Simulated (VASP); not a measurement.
Set up this calculation in VASP 6.6.1, as the native input.

```yaml
Task: electric field gradients
Functional: LDA
Potentials_or_basis: VASP PAW PBE potentials, release 64 (Lu, H)
Cutoff: 520 eV
k_mesh: 8 × 8 × 8
Occupations: fermi-dirac, width 0.02 eV
Spin: no spin polarisation
Dipole_correction: no
Further_INCAR_settings: ALGO = Normal; EDIFF = 1e-08; NBANDS = 20
```

The structure of LuH2 lies in POSCAR:

```
LuH2
1.0
    0.0000000000      2.5496156397      2.5496156397
    2.5496156397      0.0000000000      2.5496156397
    2.5496156397      2.5496156397      0.0000000000
Lu H
1 2
Direct
    0.0000000000      0.0000000000      0.0000000000
    0.2500000000      0.2500000000      0.2500000000
    0.7500000000      0.7500000000      0.7500000000
```

This cell differs from its parent crystal: volume scaled by 1.04.

The input as run:

INCAR

```
SYSTEM = LuH2
PREC = Accurate ; ENCUT = 520
EDIFF = 1E-8 ; ISMEAR = -1
SIGMA = 0.02 ; LREAL = .False.
LASPH = .True. ; NELM = 120
ALGO = Normal ; ISIF = 2
LWAVE = .False. ; LCHARG = .False.
GGA = CA ; LEFG = .True.
NBANDS = 20 ; GGA_COMPAT = .False.
```

KPOINTS

```
regular mesh
0
Gamma
  8 8 8
  0 0 0
```

Potentials or basis: VASP PAW PBE potentials, release 64 (Lu, H).

Run with:

```bash
$ cat potpaw_PBE.64/Lu/POTCAR potpaw_PBE.64/H/POTCAR > POTCAR
$ mpirun -np 1 vasp_std > vasp.out
```

It gave:

```json
{
 "Pressure": "-9.1 GPa"
}
```

Caveat: without QUAD_EFG the Cq values of the log hold for a quadrupole moment of 1 mb, not for the nuclei; the PAW data sets were made with another functional, which shifts forces and pressure a little.

It took 26 s on 1 thread of Intel Xeon 6975P-C, with other jobs on the host, peak memory 0.17 GiB.
